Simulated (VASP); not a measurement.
Wanted: the native input for a VASP 6.6.1 run.

* Task: single point
* Functional: PBEsol
* Potentials or basis: VASP PAW PBE potentials, release 64 (Pb_d, O)
* Cutoff: 520 eV
* k mesh: 6 × 6 × 6
* Occupations: gaussian, width 0.01 eV
* Spin: no spin polarisation
* Dipole correction: no
* Further INCAR settings: ALGO = Normal; EDIFF = 1e-06; NBANDS = 28

The structure of PbO lies in POSCAR:

```
PbO
1.0
    3.9900000000      0.0000000000      0.0000000000
    0.0000000000      3.9900000000      0.0000000000
    0.0000000000      0.0000000000      5.0100000000
Pb O
2 2
Direct
    0.0000000000      0.5000000000      0.2400000000
    0.5000000000      0.0000000000      0.7600000000
    0.0000000000      0.0000000000      0.0000000000
    0.5000000000      0.5000000000      0.0000000000
```

One way to write it, as run:

INCAR

```
SYSTEM = PbO
PREC = Accurate
ENCUT = 520
EDIFF = 1E-6
ISMEAR = 0
SIGMA = 0.01
LREAL = .False.
LASPH = .True.
NELM = 100
ALGO = Normal
ISIF = 2
LWAVE = .False.
LCHARG = .False.
GGA = PS
NBANDS = 28
```

KPOINTS

```
regular mesh
0
Gamma
  6 6 6
  0 0 0
```

Potentials or basis: VASP PAW PBE potentials, release 64 (Pb_d, O).

The run is started by

```console
$ cat potpaw_PBE.64/Pb_d/POTCAR potpaw_PBE.64/O/POTCAR > POTCAR
$ mpirun -np 1 vasp_std > vasp.out
```

It gave:

```yaml
Pressure: -0.8 GPa
Largest_force: 0.288 eV/Å
Band_gap_on_the_k_mesh: 1.10 eV (least direct gap 2.05 eV)
```

Caveat: the PAW data sets were made with another functional, which shifts forces and pressure a little; spin-orbit coupling is left out, which moves the levels of the heavy elements.

It took 120 s on 1 thread of Intel Xeon 8259CL, on a shared host, peak memory 0.22 GiB.
